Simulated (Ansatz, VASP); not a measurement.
# One calculation of GaAsSe3, two programs

```xyz
5
Lattice="3.8543 0.0000 0.0000 -1.9271 3.3379 0.0000 0.0000 0.0000 9.3064" Properties=species:S:1:pos:R:3 pbc="T T T"
Ga    1.9271    1.1126    1.7322
As    0.0000    2.2253    7.6368
Se    0.0000    0.0000    0.0412
Se    0.0000    2.2253    2.9408
Se    1.9271    1.1126    6.2619
```

Change from the starting cell: species swapped into the Mg3BiSb type (P3m1, No. 156).

Alike in both runs: functional PBE; k mesh 3 × 3 × 2; occupations gaussian, width 0.15 eV; no spin polarisation.

Ansatz relaxed the structure, and its values are those at the end. VASP's run is a single point on that final structure, the one shown.

```csv
,VASP,Ansatz
version,VASP 6.6.1,Ansatz 0.2.0
potentials or method,"VASP PAW PBE potentials, release 64 (Ga_d, As, Se), cutoff 500 eV","scalar-relativistic, plane waves, PAW"
valence electrons in the cell,36,76
```

```csv
,VASP,Ansatz,Ansatz less VASP
gap on the k mesh at the Fermi level (eV),0.49,0.50,+0.002
least direct gap on the mesh (eV),1.05,1.04,-0.005
pressure (GPa),0.3,0.2,-0.11
rms of the force components (eV/Å),0.015,0.008,-0.0069
```

The functional is the same, so the differences come from potentials, cutoffs and numerics. VASP's potentials hold 36 valence electrons a cell and Ansatz's 76, so a difference there can come from the potentials and not from the codes.

The k mesh is coarse, so the values compare programs but aren't converged.
